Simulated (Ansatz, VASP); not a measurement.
One calculation of AlBiO4, two programs

```
Al Bi O
1.0
     0.00000    3.30487    3.30487
     3.30487    0.00000    3.30487
     3.30487    3.30487    0.00000
Al Bi O
1 1 4
Direct
  0.00000 0.00000 0.00000
  0.75000 0.75000 0.75000
  0.88797 0.37068 0.37068
  0.37068 0.37068 0.37068
  0.37068 0.88797 0.37068
  0.37068 0.37068 0.88797
```

Change from the starting cell: species swapped into the YbCu4Ni type (F-43m, No. 216).

Alike in both runs: functional PBE; k mesh 4 × 4 × 4; occupations gaussian, width 0.1 eV; no spin polarisation.

Ansatz relaxed the structure, and its values are those at the end. VASP's run is a single point on that final structure, the one shown.

|  | VASP | Ansatz |
| --- | --- | --- |
| version | VASP 6.6.1 | Ansatz 0.2.0 |
| potentials or method | VASP PAW PBE potentials, release 64 (Al, Bi_d, O), cutoff 520 eV | scalar-relativistic, plane waves, PAW |
| valence electrons in the cell | 42 | 42 |

Ansatz gave:

- gap on the k mesh at the Fermi level (eV): none
- pressure (GPa): 0.0

Problem. Estimate VASP's values.

Solution. gap on the k mesh at the Fermi level (eV): none; pressure (GPa): -0.2.

A gap of «none» marks a metal or a gap that the smearing closes. With one functional, cell and mesh, what is left measures potentials, basis and numerics.

The k mesh is coarse, so the values compare programs but aren't converged. Spin-orbit coupling is off throughout.
